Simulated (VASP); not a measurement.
Runs of VASP 6.6.1 on Ni. The structure is that of space group P6_3/mmc (No. 194), or close to it. The cells are those of the table. This isn't the form of Ni at room conditions, which is fcc.

```tsv
cell	gap on the mesh (eV)	pressure (GPa)	moment (μB)
a = 2.448, b = 2.448, c = 3.937 Å, angles 90.0, 90.0, 120.0°, 2 atoms	none	-4.5	0.00
a = 2.448, b = 2.448, c = 4.141 Å, angles 90.0, 90.0, 120.0°, 2 atoms	none	-14.7	0.00
a = 2.448, b = 2.448, c = 3.869 Å, angles 90.0, 90.0, 120.0°, 2 atoms	none	0.0	0.00
a = 2.448, b = 2.448, c = 4.276 Å, angles 90.0, 90.0, 120.0°, 2 atoms	none	-19.4	0.00
a = 2.448, b = 2.448, c = 4.073 Å, angles 90.0, 90.0, 120.0°, 2 atoms	none	(b)	0.00
a = 2.448, b = 2.448, c = 4.005 Å, angles 90.0, 90.0, 120.0°, 2 atoms	none	(a)	0.00
a = 2.448, b = 2.448, c = 4.209 Å, angles 90.0, 90.0, 120.0°, 2 atoms	none	-17.2	0.00
```

Alike in all rows: task single point; level LDA; potentials or basis VASP PAW LDA potentials, release 64 (Ni); spin collinear, antiferromagnetic start; k mesh 16 × 16 × 9; cutoff (eV) 520; smearing fermi-dirac 0.05 eV.

Q: Fill in the values left out.

A: (a) -8.4; (b) -11.8.

Caveats: the cell stands under tension (at least some runs).

A gap of «none» marks levels without a gap at the run's occupations.
